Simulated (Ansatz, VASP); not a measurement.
**One calculation of TePb, two programs**

Contents of INCAR:

```
SYSTEM = TePb
PREC = Accurate ; ENCUT = 400
EDIFF = 1E-8 ; ISMEAR = -1
SIGMA = 0.05 ; LREAL = .FALSE.
LASPH = .TRUE. ; NELM = 120
ALGO = Normal ; ISIF = 2
LWAVE = .FALSE. ; LCHARG = .FALSE.
GGA = PS ; LEFG = .TRUE.
NBANDS = 17 ; GGA_COMPAT = .FALSE.
```

KPOINTS

```
Automatic mesh
0
G
  9 9 9
  0 0 0
```

File POSCAR:

```
TePb
1.0
    3.0669902792      0.0000000000      0.0000000000
    0.0000000000      3.0669902792      0.0000000000
    0.0000000000      0.0000000000      3.0669902792
Te Pb
1 1
Direct
    0.5000000000      0.5000000000      0.5000000000
    0.0000000000      0.0000000000      0.0000000000
```

Input for Ansatz:

```yaml
crystal:
  lattice:
    - [3.0669902792, 0.0, 0.0]
    - [0.0, 3.0669902792, 0.0]
    - [0.0, 0.0, 3.0669902792]
  atoms:
    - { symbol: Te, position: [0.5, 0.5, 0.5] }
    - { symbol: Pb, position: [0.0, 0.0, 0.0] }
kpoints:
  mp_grid: { grid: [9, 9, 9] }
scf:
  occupations: { method: fermi_dirac, width: 0.05 }
hamiltonian:
  xc: pbesol
  pseudopotentials: { kind: all_electron, datasets: crystal }
output:
  forces: true
  stress: true
  eigenvalues: true
  efg: { contact_densities: true }
```

Change from the starting cell: volume scaled by 0.45, crystal datasets.

Alike in both runs: task electric field gradients; functional PBEsol; k mesh 9 × 9 × 9; occupations fermi-dirac, width 0.05 eV; no spin polarisation.

```csv
,VASP,Ansatz
version,VASP 6.6.1,Ansatz 0.2.0
potentials or method,"VASP PAW PBE potentials, release 64 (Te, Pb_d), cutoff 400 eV","all-electron PAW with datasets made for the crystal, scalar-relativistic"
```

```csv
,VASP,Ansatz,Ansatz less VASP
pressure (GPa),196.2,195.0,-1.19
```

VASP's potentials were made for PBE, not for PBEsol. Both programs put the cell under a high pressure, so it lies far from rest at this level. Ansatz ran all-electron here, and VASP with PAW potentials. Ansatz's warnings: printed levels off.

Neither program's run includes spin-orbit coupling. Noted on VASP's run: the cell as given lies far from equilibrium.
